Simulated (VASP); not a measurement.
Wanted: the native input for a VASP 6.6.1 run.

```
Task                   : single point
Functional             : PBE
Potentials or basis    : VASP PAW PBE potentials, release 64 (Si, B)
Cutoff                 : 520 eV
k mesh                 : 6 × 6 × 4
Occupations            : gaussian, width 0.1 eV
Spin                   : no spin polarisation
Dipole correction      : no
Further INCAR settings : ALGO = Normal; EDIFF = 1e-07; NBANDS = 19
```

The structure of SiB2 lies in POSCAR:

```
SiB2
1.0
    4.8007783439      0.0000000000      0.0000000000
   -2.4003891720      4.1575960038      0.0000000000
    0.0000000000      0.0000000000      2.7926114770
Si B
2 4
Direct
    0.6666666667      0.3333333333      0.5000000000
    0.3333333333      0.6666666667      0.5000000000
    0.2300339111      0.2300339111      0.0000000000
    0.0000000000      0.7699660889      0.0000000000
    0.7699660889      0.0000000000      0.0000000000
    0.0000000000      0.0000000000      0.5000000000
```

The cell was generated, and may not be a known phase.

One way to write it, as run:

INCAR

```
ALGO = Normal
EDIFF = 1E-7
ENCUT = 520
GGA = PE
ISIF = 2
ISMEAR = 0
LASPH = True
LCHARG = False
LREAL = False
LWAVE = False
NBANDS = 19
NELM = 100
PREC = Accurate
SIGMA = 0.1
```

KPOINTS

```
k-points
0
Gamma
  6 6 4
```

Potentials or basis: VASP PAW PBE potentials, release 64 (Si, B).

Command:

```bash
$ cat potpaw_PBE.64/Si/POTCAR potpaw_PBE.64/B/POTCAR > POTCAR
$ mpirun -np 1 vasp_std > vasp.out
```

Results of the run:

```yaml
Pressure: 0.0 GPa
Band_gap_on_the_k_mesh: zero (bands 10 and 11 overlap by 6.13 eV)
```

Caveat: the k points lie up to 0.56 Å⁻¹ apart, too coarse for converged energies and pressures of a metal.

It took 16 s on 1 thread of Intel(R) Xeon(R) Platinum 8259CL CPU @ 2.50GHz (Skylake/Cascade Lake), with other jobs on the host, peak memory 0.17 GiB.
